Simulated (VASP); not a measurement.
# CaSe (Pm-3m) in VASP: settings compared, part 2 of 2

VASP 6.6.1. Earlier steps stand in the parts before.

## (4) Relaxation of cell and atoms, LDA

This run uses another cell than the first one, of 24.34 Å³/atom.

INCAR

```
SYSTEM = CaSe
PREC = Accurate
ENCUT = 600
EDIFF = 1E-7
ISMEAR = -1
SIGMA = 0.02
LREAL = .False.
LASPH = .True.
NELM = 60
ALGO = Normal
ISIF = 3
LWAVE = .False.
LCHARG = .False.
IBRION = 2
NSW = 80
EDIFFG = -0.005
```

KPOINTS

```
regular mesh
0
Gamma
  6 6 6
  0 0 0
```

POSCAR

```
CaSe
1.0
    3.6512355783      0.0000000000      0.0000000000
    0.0000000000      3.6512355783      0.0000000000
    0.0000000000      0.0000000000      3.6512355783
Ca Se
1 1
Direct
    0.0000000000      0.0000000000      0.0000000000
    0.5000000000      0.5000000000      0.5000000000
```

Potentials or basis: VASP PAW LDA potentials, release 64 (Ca_sv, Se).

On the command line:

```console
cat potpaw_LDA.64/Ca_sv/POTCAR potpaw_LDA.64/Se/POTCAR > POTCAR
mpirun -np 1 vasp_std > vasp.out
```

OUTCAR:

```text
SYSTEM = CaSe
   PREC = Accurate
   ENCUT = 600
   EDIFF = 1E-7
   ISMEAR = -1
   LREAL = .False.
   LASPH = .True.
   NELM = 60
   ISIF = 3
   IBRION = 2
   NSW = 80
   EDIFFG = -0.005

 ion  position               nearest neighbor table
   1  0.000  0.000  0.000-
   2  0.500  0.500  0.500-

  LATTYP: Found a simple cubic cell.
 ALAT       =     3.6512355783

  Lattice vectors:

 A1 = (   3.6512355783,   0.0000000000,   0.0000000000)
 A2 = (   0.0000000000,   3.6512355783,   0.0000000000)
 A3 = (   0.0000000000,   0.0000000000,   3.6512355783)

Analysis of symmetry for initial positions (statically):
=====================================================================
 Subroutine PRICEL returns:
 Original cell was already a primitive cell.

 Routine SETGRP: Setting up the symmetry group for a
 simple cubic supercell.

 Subroutine GETGRP returns: Found 48 space group operations
 (whereof 48 operations were pure point group operations)
 out of a pool of 48 trial point group operations.

The static configuration has the point symmetry O_h .

Analysis of symmetry for dynamics (positions and initial velocities):
=====================================================================
 Subroutine PRICEL returns:
 Original cell was already a primitive cell.

 Routine SETGRP: Setting up the symmetry group for a
 simple cubic supercell.

 Subroutine GETGRP returns: Found 48 space group operations
 (whereof 48 operations were pure point group operations)
 out of a pool of 48 trial point group operations.
[... 141 lines left out ...]
  ext. energy  EPLUGINS =         0.00000000
  ---------------------------------------------------
  free energy    TOTEN  =        -9.88015984 eV

  energy without entropy =       -9.88015983  energy(sigma->0) =       -9.88015983

 E-fermi :   4.3499     XC(G=0):  -9.8451

 val. band max:        4.0391510312   @ k =   0.5000   0.5000   0.0000
 cond. band min:       4.6605448143   @ k =   0.5000   0.5000   0.0000
 fundamental gap:      0.6213937831
 Fermi energy:         4.3498738558

 k-point     1 :       0.0000    0.0000    0.0000
  band No.  band energies     occupation
      1     -36.8086      2.00000
      2     -18.0396      2.00000
      3     -18.0396      2.00000
      4     -18.0396      2.00000
      5      -8.9577      2.00000
      6       3.1834      2.00000
      7       3.1834      2.00000
      8       3.1834      2.00000
      9       5.0105      0.00000
     10       5.0105      0.00000
     11       5.8221      0.00000
     12       8.2977      0.00000
[... 354 lines left out ...]
--------------------------------------- Ionic step        3  -------------------------------------------

 number of electron      15.9999995 magnetization

 Free energy of the ion-electron system (eV)
  ---------------------------------------------------
  ext. energy  EPLUGINS =         0.00000000
  ---------------------------------------------------
  free energy    TOTEN  =        -9.93367347 eV

  energy without entropy =       -9.93367338  energy(sigma->0) =       -9.93367343

 E-fermi :   5.0097     XC(G=0): -10.1983

 val. band max:        4.7697829557   @ k =   0.5000   0.5000   0.0000
 cond. band min:       5.2496389154   @ k =   0.5000   0.5000   0.0000
 fundamental gap:      0.4798559597
 Fermi energy:         5.0097110284

 k-point     1 :       0.0000    0.0000    0.0000
  band No.  band energies     occupation
      1     -35.9588      2.00000
      2     -17.1891      2.00000
      3     -17.1891      2.00000
      4     -17.1891      2.00000
      5      -8.6548      2.00000
      6       3.8383      2.00000
      7       3.8383      2.00000
      8       3.8383      2.00000
      9       5.5010      0.00000
     10       5.5010      0.00000
     11       7.0463      0.00000
     12       9.1596      0.00000
[... 312 lines left out ...]
  FREE ENERGIE OF THE ION-ELECTRON SYSTEM (eV)
  ---------------------------------------------------
  free  energy   TOTEN  =        -9.9336734734 eV

  energy  without entropy=       -9.9336733844  energy(sigma->0) =       -9.93367343

 reached required accuracy - stopping structural energy minimisation
```

OSZICAR:

```text
N       E                     dE             d eps       ncg     rms          rms(c)
DAV:   1     0.112225808669E+03    0.11223E+03   -0.82857E+03   480   0.137E+03
DAV:   2    -0.340609394553E+01   -0.11563E+03   -0.11141E+03   516   0.300E+02
DAV:   3    -0.979005886927E+01   -0.63840E+01   -0.60243E+01   680   0.586E+01
[... 28 lines left out ...]
DAV:   5    -0.993366645604E+01   -0.92045E-04   -0.11807E-04   696   0.111E-01    0.145E-02
DAV:   6    -0.993367203968E+01   -0.55836E-05   -0.24036E-05   788   0.394E-02    0.105E-02
DAV:   7    -0.993367362975E+01   -0.15901E-05   -0.34076E-06   732   0.174E-02    0.317E-03
DAV:   8    -0.993367347129E+01    0.15846E-06   -0.26699E-07   508   0.537E-03    0.265E-04
DAV:   9    -0.993367347342E+01   -0.21230E-08   -0.46037E-08   316   0.204E-03
   3 F= -.99336735E+01 E0= -.99336734E+01  d E =-.535136E-01
```

CONTCAR:

```text
CaSe
   1.00000000000000
     3.5530622517115655    0.0000000000000000   -0.0000000000000000
     0.0000000000000000    3.5530622517115655    0.0000000000000000
     0.0000000000000000    0.0000000000000000    3.5530622517115655
  Ca              Se
     1     1
Direct
     0.0000000000000000    0.0000000000000000    0.0000000000000000
     0.5000000000000000    0.5000000000000000    0.5000000000000000

  0.00000000E+00  0.00000000E+00  0.00000000E+00
  0.00000000E+00  0.00000000E+00  0.00000000E+00
```

Run time: 29 s. Hardware: 1 thread of Intel Xeon Platinum 8259CL at 2.50GHz (Skylake/Cascade Lake), shared host; peak memory 0.16 GiB.

Results:

- Free energy: -9.9337 eV
- Relaxed volume: 22.43 Å³/atom
- Relaxed cell: a = 3.553 Å, b = 3.553 Å, c = 3.553 Å, α = 90.00°, β = 90.00°, γ = 90.00°
- Space group after relaxing (to 0.1 Å): Pm-3m (No. 221)
- Energy gained by relaxing: 26.8 meV/atom
- Ionic steps: 3
- Pressure after relaxing: 0.0 GPa
- Band gap on the k mesh: 0.48 eV

Step by step:
```tsv
step	energy change (eV)	largest force (eV/Å)	pressure (GPa)	volume (Å³)
1	0.0000	0.0000	-4.19	48.68
2	-0.0523	0.0000	0.75	44.33
3	-0.0535	0.0000	0.01	44.85
```

Final structure:
```
Ca Se
1.0
     3.55306    0.00000    0.00000
     0.00000    3.55306    0.00000
     0.00000    0.00000    3.55306
Ca Se
1 1
Direct
  0.00000 0.00000 0.00000
  0.50000 0.50000 0.50000
```

Levels at points of the mesh, in eV from the valence-band top:
```csv
k point,band 4,band 5,band 6,band 7,band 8,band 9,band 10,band 11,band 12
"(0.00, 0.00, 0.00)",-21.96,-13.42,-0.93,-0.93,-0.93,0.73,0.73,2.28,4.39
"(0.50, 0.00, 0.00)",-21.93,-12.54,-5.34,-1.20,-1.20,1.74,4.67,4.82,4.89
"(0.50, 0.50, 0.00)",-21.91,-12.24,-3.83,-3.83,0.00,0.48,2.88,3.04,3.04
"(0.50, 0.50, 0.50)",-22.12,-11.57,-4.09,-4.09,-4.09,3.82,3.82,3.82,5.56
```

A k mesh can miss the band edges.

## (5) Relaxation of cell and atoms, PBE

This run uses another cell than the first one, of 24.92 Å³/atom.

INCAR

```
SYSTEM = CaSe
PREC = Accurate ; ENCUT = 600
EDIFF = 1E-6 ; ISMEAR = -1
SIGMA = 0.02 ; LREAL = .FALSE.
LASPH = .TRUE. ; NELM = 60
ALGO = Normal ; ISIF = 3
LWAVE = .FALSE. ; LCHARG = .FALSE.
GGA = PE ; IBRION = 2
NSW = 80 ; EDIFFG = -0.005
```

KPOINTS

```
regular mesh
0
G
  6 6 6
  0 0 0
```

POSCAR

```
CaSe
1.0
    3.6802211414      0.0000000000      0.0000000000
    0.0000000000      3.6802211414      0.0000000000
    0.0000000000      0.0000000000      3.6802211414
Ca Se
1 1
Direct
    0.0000000000      0.0000000000      0.0000000000
    0.5000000000      0.5000000000      0.5000000000
```

Potentials or basis: VASP PAW PBE potentials, release 64 (Ca_sv, Se).

On the command line:

```console
cat potpaw_PBE.64/Ca_sv/POTCAR potpaw_PBE.64/Se/POTCAR > POTCAR
mpirun -np 1 vasp_std > vasp.out
```

OUTCAR:

```text
SYSTEM = CaSe
   PREC = Accurate
   ENCUT = 600
   EDIFF = 1E-6
   ISMEAR = -1
   LREAL = .FALSE.
   LASPH = .TRUE.
   NELM = 60
   ISIF = 3
   GGA = PE
   IBRION = 2
   NSW = 80
   EDIFFG = -0.005

 ion  position               nearest neighbor table
   1  0.000  0.000  0.000-
   2  0.500  0.500  0.500-

  LATTYP: Found a simple cubic cell.
 ALAT       =     3.6802211414

  Lattice vectors:

 A1 = (   3.6802211414,   0.0000000000,   0.0000000000)
 A2 = (   0.0000000000,   3.6802211414,   0.0000000000)
 A3 = (   0.0000000000,   0.0000000000,   3.6802211414)

Analysis of symmetry for initial positions (statically):
=====================================================================
 Subroutine PRICEL returns:
 Original cell was already a primitive cell.

 Routine SETGRP: Setting up the symmetry group for a
 simple cubic supercell.

 Subroutine GETGRP returns: Found 48 space group operations
 (whereof 48 operations were pure point group operations)
 out of a pool of 48 trial point group operations.

[... 147 lines left out ...]

--------------------------------------- Ionic step        1  -------------------------------------------

 number of electron      16.0000003 magnetization

 Free energy of the ion-electron system (eV)
  ---------------------------------------------------
  ext. energy  EPLUGINS =         0.00000000
  ---------------------------------------------------
  free energy    TOTEN  =        -8.79258281 eV

  energy without entropy =       -8.79258281  energy(sigma->0) =       -8.79258281

------------------------ aborting loop because EDIFF is reached ----------------------------------------

  FORCE on cell =-STRESS in cart. coord.  units (eV):
  Direction    XX          YY          ZZ          XY          YZ          ZX
  --------------------------------------------------------------------------------------
  -------------------------------------------------------------------------------------
  Total       -0.3085361     -0.3085361     -0.3085361      0.0000000      0.0000000      0.0000000
  in kB       -9.9173310     -9.9173310     -9.9173310      0.0000000      0.0000000      0.0000000
  external PRESSURE =      -9.9173310 kB  Pullay stress =       0.0000000 kB
[... 59 lines left out ...]
--------------------------------------- Ionic step        3  -------------------------------------------

 number of electron      16.0000003 magnetization

 Free energy of the ion-electron system (eV)
  ---------------------------------------------------
  ext. energy  EPLUGINS =         0.00000000
  ---------------------------------------------------
  free energy    TOTEN  =        -8.79577361 eV

  energy without entropy =       -8.79577361  energy(sigma->0) =       -8.79577361

 E-fermi :   4.5080     XC(G=0):  -9.5096

 val. band max:        4.1120621926   @ k =   0.5000   0.5000   0.0000
 cond. band min:       4.8951028325   @ k =   0.5000   0.5000   0.0000
 fundamental gap:      0.7830406399
 Fermi energy:         4.5079695050

 k-point     1 :       0.0000    0.0000    0.0000
  band No.  band energies     occupation
      1     -37.2435      2.00000
      2     -18.1813      2.00000
      3     -18.1813      2.00000
      4     -18.1813      2.00000
      5      -8.8406      2.00000
      6       3.2612      2.00000
      7       3.2612      2.00000
      8       3.2612      2.00000
      9       5.2348      0.00000
     10       5.2348      0.00000
     11       6.0987      0.00000
     12       8.4557      0.00000
[... 312 lines left out ...]
  FREE ENERGIE OF THE ION-ELECTRON SYSTEM (eV)
  ---------------------------------------------------
  free  energy   TOTEN  =        -8.7957736120 eV

  energy  without entropy=       -8.7957736119  energy(sigma->0) =       -8.79577361

 reached required accuracy - stopping structural energy minimisation
```

CONTCAR:

```text
CaSe
   1.00000000000000
     3.6551536148046777    0.0000000000000000    0.0000000000000000
     0.0000000000000000    3.6551536148046777    0.0000000000000000
    -0.0000000000000000    0.0000000000000000    3.6551536148046777
  Ca              Se
     1     1
Direct
     0.0000000000000000    0.0000000000000000    0.0000000000000000
     0.5000000000000000    0.5000000000000000    0.5000000000000000

  0.00000000E+00  0.00000000E+00  0.00000000E+00
  0.00000000E+00  0.00000000E+00  0.00000000E+00
```

Run time: 30 s. Hardware: 1 thread of Intel Xeon Platinum 8259CL at 2.50GHz (Skylake/Cascade Lake), shared host; peak memory 0.18 GiB.

Results:

```yaml
Free_energy: -8.7958 eV
Relaxed_volume: 24.42 Å³/atom
Relaxed_cell: a = 3.655 Å, b = 3.655 Å, c = 3.655 Å, α = 90.00°, β = 90.00°, γ = 90.00°
Space_group_after_relaxing_to_0.1_Å: Pm-3m (No. 221)
Energy_gained_by_relaxing: 1.6 meV/atom
Ionic_steps: 3
Pressure_after_relaxing: 0.0 GPa
Band_gap_on_the_k_mesh: 0.78 eV
```

The path:
| step | energy change (eV) | largest force (eV/Å) | pressure (GPa) | volume (Å³) |
| --- | --- | --- | --- | --- |
| 1 | 0.0000 | 0.0000 | -0.99 | 49.85 |
| 2 | -0.0032 | 0.0000 | 0.10 | 48.74 |
| 3 | -0.0032 | 0.0000 | 0.02 | 48.83 |

Final structure:
```cif
data_structure
_symmetry_space_group_name_H-M 'P 1'
_symmetry_Int_Tables_number 1
_cell_length_a 3.6552
_cell_length_b 3.6552
_cell_length_c 3.6552
_cell_angle_alpha 90.000
_cell_angle_beta 90.000
_cell_angle_gamma 90.000
_cell_volume 48.83
loop_
_atom_site_label
_atom_site_type_symbol
_atom_site_fract_x
_atom_site_fract_y
_atom_site_fract_z
_atom_site_occupancy
Ca1 Ca 0.00000 0.00000 0.00000 1
Se1 Se 0.50000 0.50000 0.50000 1
```

Levels at points of the mesh, in eV from the valence-band top:
```csv
k point,band 4,band 5,band 6,band 7,band 8,band 9,band 10,band 11,band 12
"(0.00, 0.00, 0.00)",-22.29,-12.95,-0.85,-0.85,-0.85,1.12,1.12,1.99,4.34
"(0.50, 0.00, 0.00)",-22.28,-12.24,-4.83,-1.02,-1.02,2.03,4.55,4.59,4.74
"(0.50, 0.50, 0.00)",-22.26,-11.94,-3.49,-3.49,0.00,0.78,2.91,3.17,3.17
"(0.50, 0.50, 0.50)",-22.40,-11.40,-3.61,-3.61,-3.61,3.83,3.83,3.83,5.36
```

## (6) Overview

```csv
task,level,potentials or basis,cell,k mesh,cutoff (eV),smearing,gap on the mesh (eV),pressure (GPa),relaxed volume (Å³/atom)
single point,r2SCAN,"VASP PAW PBE potentials, release 64 (Ca_sv, Se)","a = 3.635 Å, 2 atoms",8 × 8 × 8,520,gaussian 0.01 eV,1.24,0.2,-
relaxation of cell and atoms,PBEsol,"VASP PAW PBE potentials, release 64 (Ca_sv, Se)","relaxed from a = 3.651 Å, 2 atoms",6 × 6 × 6,600,fermi-dirac 0.02 eV,0.61,0.0,23.33
relaxation of cell and atoms,LDA,"VASP PAW LDA potentials, release 64 (Ca_sv, Se)","relaxed from a = 3.651 Å, 2 atoms",6 × 6 × 6,600,fermi-dirac 0.02 eV,0.48,0.0,22.43
relaxation of cell and atoms,PBE,"VASP PAW PBE potentials, release 64 (Ca_sv, Se)","relaxed from a = 3.680 Å, 2 atoms",6 × 6 × 6,600,fermi-dirac 0.02 eV,0.78,0.0,24.42
```

Alike in all rows: no spin polarisation.

Caveats: the PAW data sets were made with another functional, which shifts forces and pressure a little (at least some runs).

Total energies depend on the potentials used, so only differences within one code and one set of settings carry meaning.
